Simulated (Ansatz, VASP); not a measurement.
**Ta4O in VASP and in Ansatz**

Contents of INCAR:

```
SYSTEM = Ta4O
PREC     = Accurate       ! precision mode
ENCUT    = 520            ! plane-wave cutoff, eV
EDIFF    = 1E-6           ! SCF threshold, eV
ISMEAR   = 0              ! smearing method
SIGMA    = 0.1            ! smearing width, eV
LREAL    = .FALSE.        ! projectors in reciprocal space
LASPH    = .TRUE.         ! aspherical terms in the spheres
NELM     = 60             ! most SCF steps
ALGO     = Normal         ! electronic algorithm
ISIF     = 2              ! what is computed and relaxed
LWAVE    = .FALSE.        ! write WAVECAR
LCHARG   = .FALSE.        ! write CHGCAR
GGA      = PS             ! functional
NBANDS   = 33             ! bands
```

The input KPOINTS:

```
Automatic mesh
0
G
  2 2 1
  0 0 0
```

File POSCAR:

```
Ta4O
1.0
    3.2574970000      0.0000000000      0.0000000000
    0.0000000000      3.2574970000      0.0000000000
    0.0000000000      0.0000000000      7.4093410000
Ta O
4 1
Direct
    0.0000000000      0.0000000000      0.5000000000
    0.5000000000      0.5000000000      0.7831580000
    0.5000000000      0.5000000000      0.2168420000
    0.0000000000      0.0000000000      0.0000000000
    0.5000000000      0.5000000000      0.5000000000
```

Input for Ansatz:

```yaml
crystal:
  lattice:
    - [3.257497, 0.0, 0.0]
    - [0.0, 3.257497, 0.0]
    - [0.0, 0.0, 7.409341]
  atoms:
    - { symbol: Ta, position: [0.0, 0.0, 0.5] }
    - { symbol: Ta, position: [0.5, 0.5, 0.783158] }
    - { symbol: Ta, position: [0.5, 0.5, 0.216842] }
    - { symbol: Ta, position: [0.0, 0.0, 0.0] }
    - { symbol: O, position: [0.5, 0.5, 0.5] }
basis:
  ecutwfc: 420
kpoints:
  mp_grid: { grid: [2, 2, 1] }
hamiltonian:
  xc: pbesol
scf:
  occupations: { method: gaussian, width: 0.1 }
output:
  forces: true
  stress: true
  eigenvalues: true
```

Alike in both runs: task single point; functional PBEsol; k mesh 2 × 2 × 1; occupations gaussian, width 0.1 eV; no spin polarisation.

|  | VASP | Ansatz |
| --- | --- | --- |
| version | VASP 6.6.1 | Ansatz 0.2.0 |
| potentials or method | VASP PAW PBE potentials, release 64 (Ta_pv, O), cutoff 520 eV | scalar-relativistic, plane waves, PAW |
| valence electrons in the cell | 50 | 58 |

VASP gave:

- gap on the k mesh at the Fermi level (eV): 0.19
- least direct gap on the mesh (eV): 0.43
- pressure (GPa): -4.5
- traceless stress, the component that is largest in VASP (GPa): 16.59
- rms of the force components (eV/Å): 0.011

Question: Estimate Ansatz's values.

Answer: gap on the k mesh at the Fermi level (eV): 0.20; least direct gap on the mesh (eV): 0.44; pressure (GPa): -4.8; traceless stress, the component that is largest in VASP (GPa): 16.54; rms of the force components (eV/Å): 0.007.

VASP's potentials were made for PBE, not for PBEsol. Atom by atom the forces differ by 0.018 eV/Å (rms over components). VASP's potentials hold 50 valence electrons a cell and Ansatz's 58, so a difference there can come from the potentials and not from the codes.

The k mesh is coarse, so the values compare programs but aren't converged. Neither program's run includes spin-orbit coupling.
